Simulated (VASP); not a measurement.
Runs of VASP 6.6.1 on Ge. The structure is that of space group Pm-3m (No. 221), or close to it. The cells are those of the table. 

| cell | gap on the mesh (eV) | pressure (GPa) |
| --- | --- | --- |
| a = 2.721 Å, 1 atom | none | 4.8 |
| a = 2.870 Å, 1 atom | none | (b) |
| a = 2.797 Å, 1 atom | none | (a) |
| a = 2.760 Å, 1 atom | none | 2.1 |
| a = 2.681 Å, 1 atom | none | 8.4 |
| a = 2.834 Å, 1 atom | none | -1.9 |

Alike in all rows: task single point; level BLYP; potentials or basis VASP PAW PBE potentials, release 64 (Ge_d); no spin polarisation; k mesh 18 × 18 × 18; cutoff (eV) 520; smearing fermi-dirac 0.1 eV.

Estimate the missing entries.

(a) -0.1; (b) -3.3.

Caveats: the PAW data sets were made with another functional, which shifts forces and pressure a little.

A k mesh can miss the band edges, and the runs leave out spin-orbit coupling on Ge.

A gap of «none» marks levels without a gap at the run's occupations.
